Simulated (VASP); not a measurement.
A run of VASP 6.6.1:

File INCAR:

```
SYSTEM = Te2Mo
  ALGO = Normal
  EDIFF = 1E-7
  ENCUT = 520
  GGA = PS
  ISIF = 2
  ISMEAR = 0
  LASPH = .TRUE.
  LCHARG = .TRUE.
  LELF = .TRUE.
  LREAL = .FALSE.
  LVHAR = .TRUE.
  LWAVE = .FALSE.
  NBANDS = 35
  NELM = 80
  PREC = Accurate
  SIGMA = 0.02
```

Contents of KPOINTS:

```
k-points
0
G
  12 12 2
  0 0 0
```

The input POSCAR:

```
Te2Mo
1.0
    3.4939942427      0.0000000000      0.0000000000
   -1.7469971213      3.0258877748      0.0000000000
    0.0000000000      0.0000000000     14.0085389608
Te Mo
4 2
Direct
    0.3333333333      0.6666666667      0.6211281373
    0.6666666667      0.3333333333      0.1211281373
    0.3333333333      0.6666666667      0.8788718627
    0.6666666667      0.3333333333      0.3788718627
    0.3333333333      0.6666666667      0.2500000000
    0.6666666667      0.3333333333      0.7500000000
```

Potentials or basis: VASP PAW PBE potentials, release 64 (Te, Mo_sv).

Run with:

```sh
$ cat potpaw_PBE.64/Te/POTCAR potpaw_PBE.64/Mo_sv/POTCAR > POTCAR
$ mpirun -np 1 vasp_std > vasp.out
```

Hardware: 1 thread of Intel(R) Xeon(R) 6975P-C (Granite Rapids), on a shared host.

Problem. How long does it take, and how much memory?

Solution. Run time: 2.1 min on 1 thread of Intel(R) Xeon(R) 6975P-C (Granite Rapids), with other jobs on the host, peak memory 0.38 GiB. Counts: scf iterations 18, k points 38.
